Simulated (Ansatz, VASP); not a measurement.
MgO in VASP and in Ansatz

```
Mg O
1.0
     3.28053    0.00000    0.00000
    -1.64026    2.84102    0.00000
     0.00000    0.00000   10.51390
Mg O
4 4
Direct
  0.37205 0.74410 0.96949
  0.97300 0.94601 0.22082
  0.02700 0.05399 0.72082
  0.62795 0.25590 0.46949
  0.36254 0.72507 0.78004
  0.96458 0.92916 0.52964
  0.03542 0.07084 0.02964
  0.63746 0.27493 0.28004
```

Change from the starting cell: mode 4 frozen in at +0.000 Å and mode 5 at +0.220 Å (largest displacements).

Alike in both runs: task single point; functional PBE; k mesh 9 × 9 × 2; occupations gaussian, width 0.05 eV; no spin polarisation.

|  | VASP | Ansatz |
| --- | --- | --- |
| version | VASP 6.6.1 | Ansatz 0.2.0 |
| potentials or method | VASP PAW PBE potentials, release 64 (Mg, O), cutoff 520 eV | scalar-relativistic, plane waves, PAW |
| valence electrons in the cell | 32 | 64 |

```csv
,VASP,Ansatz,Ansatz less VASP
gap on the k mesh at the Fermi level (eV),3.33,3.35,+0.020
least direct gap on the mesh (eV),3.33,3.35,+0.020
pressure (GPa),-0.8,-0.4,+0.43
"traceless stress, the component that is largest in VASP (GPa)",-2.52,-2.48,+0.036
rms of the force components (eV/Å),0.096,0.095,-0.0015
```

Atom by atom the forces differ by 0.002 eV/Å (rms over components). The functional is the same, so the differences come from potentials, cutoffs and numerics. VASP's potentials hold 32 valence electrons a cell and Ansatz's 64, so a difference there can come from the potentials and not from the codes.
